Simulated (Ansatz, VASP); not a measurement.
## Ta: VASP beside Ansatz

```
Ta
1.0
    -1.65939    1.65939    1.65939
     1.65939   -1.65939    1.65939
     1.65939    1.65939   -1.65939
Ta
1
Direct
  0.00000 0.00000 0.00000
```

Alike in both runs: task relaxation of cell and atoms; functional PBEsol; k mesh 18 × 18 × 18; occupations gaussian, width 0.1 eV; no spin polarisation.

|  | VASP | Ansatz |
| --- | --- | --- |
| version | VASP 6.6.1 | Ansatz 0.2.0 |
| potentials or method | VASP PAW PBE potentials, release 64 (Ta_pv), cutoff 600 eV | scalar-relativistic, plane waves, PAW |
| valence electrons in the cell | 11 | 13 |

```tsv
	VASP	Ansatz	Ansatz less VASP
gap on the k mesh at the Fermi level, each at its own relaxed structure (eV)	none	none	-
relaxed volume (Å³/atom)	17.67	17.65	-0.019
relaxed cell length with the largest relative difference (Å)	2.842	2.841	-0.0010
```

VASP's potentials were made for PBE, not for PBEsol. A gap of «none» marks a metal or a gap that the smearing closes. VASP's potentials hold 11 valence electrons a cell and Ansatz's 13, so a difference there can come from the potentials and not from the codes.

Neither program's run includes spin-orbit coupling.
